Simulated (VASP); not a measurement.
Wanted: the native input for a VASP 6.6.1 run.

| Item | Value |
| --- | --- |
| Task | single point |
| Functional | RPBE |
| Potentials or basis | VASP PAW PBE potentials, release 64 (Zr_sv) |
| Cutoff | 520 eV |
| k mesh | 13 × 13 × 13 |
| Occupations | fermi-dirac, width 0.1 eV |
| Spin | no spin polarisation |
| Dipole correction | no |
| Further INCAR settings | ALGO = Normal; EDIFF = 1e-07; NBANDS = 12 |

The structure of Zr lies in POSCAR:

```
Zr
1.0
    0.0000000000      2.2210428915      2.2210428915
    2.2210428915      0.0000000000      2.2210428915
    2.2210428915      2.2210428915      0.0000000000
Zr
1
Direct
    0.0000000000      0.0000000000      0.0000000000
```

This cell differs from its parent crystal: volume scaled by 0.92.

These files were run (other wordings do the same):

INCAR

```
PREC = Accurate ; ENCUT = 520
EDIFF = 1E-7 ; ISMEAR = -1
SIGMA = 0.1 ; LREAL = False
LASPH = True ; NELM = 60
ALGO = Normal ; ISIF = 2
LWAVE = False ; LCHARG = False
GGA = RP ; NBANDS = 12
```

KPOINTS

```
Automatic mesh
0
Gamma
  13 13 13
```

Potentials or basis: VASP PAW PBE potentials, release 64 (Zr_sv).

Launch:

```console
$ cat potpaw_PBE.64/Zr_sv/POTCAR > POTCAR
$ mpirun -np 1 vasp_std > vasp.out
```

Results of the run:

The pressure is 8.2 GPa. The band gap on the k mesh is zero (band 6 reaches 10.66 eV, above the bottom of band 7 at 9.07 eV).

Caveat: the PAW data sets were made with another functional, which shifts forces and pressure a little.

Run time: 15 s on 1 thread of Intel(R) Xeon(R) 6975P-C (Granite Rapids), on a shared host, peak memory 0.14 GiB.
